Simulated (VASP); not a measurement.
Write the native input for VASP 6.6.1 that does the following.

```
Task                   : single point
Functional             : PBE
Dispersion             : D3(BJ)
Potentials or basis    : VASP PAW PBE potentials, release 64 (Sn_d, Se)
Cutoff                 : 500 eV
k mesh                 : 12 × 12 × 6
Occupations            : gaussian, width 0.03 eV
Spin                   : no spin polarisation
Dipole correction      : no
Further INCAR settings : ALGO = Normal; EDIFF = 1e-06; NBANDS = 20
```

The structure of SnSe2 lies in POSCAR:

```
SnSe2
1.0
    3.7920000000      0.0000000000      0.0000000000
   -1.8960000000      3.2839683311      0.0000000000
    0.0000000000      0.0000000000      6.9835000000
Sn Se
1 2
Direct
    0.0000000000      0.0000000000      0.0000000000
    0.3333333333      0.6666666667      0.2651331237
    0.6666666667      0.3333333333      0.7348668763
```

One way to write it, as run:

INCAR

```
PREC = Accurate
ENCUT = 500
EDIFF = 1E-6
ISMEAR = 0
SIGMA = 0.03
LREAL = False
LASPH = True
NELM = 120
ALGO = Normal
ISIF = 2
LWAVE = False
LCHARG = True
GGA = PE
IVDW = 12
LELF = True
LVHAR = True
NBANDS = 20
GGA_COMPAT = False
```

KPOINTS

```
regular mesh
0
Gamma
  12 12 6
```

Potentials or basis: VASP PAW PBE potentials, release 64 (Sn_d, Se).

Run with:

```console
$ cat potpaw_PBE.64/Sn_d/POTCAR potpaw_PBE.64/Se/POTCAR > POTCAR
$ mpirun -np 1 vasp_std > vasp.out
```

Results of the run:

* Pressure: -5.9 GPa
* Largest force: 1.628 eV/Å
* Band gap on the k mesh: zero (band 13 reaches 3.42 eV, above the bottom of band 14 at 3.02 eV)
* Dispersion energy per atom: -0.319 eV

Caveat: spin-orbit coupling is left out, which moves the levels of the heavy elements; forces of over 1 eV/Å act on the atoms, so gaps and moduli don't describe the material at rest.

Wall time 61 s on 1 thread of Intel(R) Xeon(R) 6975P-C (Granite Rapids), on a shared host, peak memory 0.3 GiB.
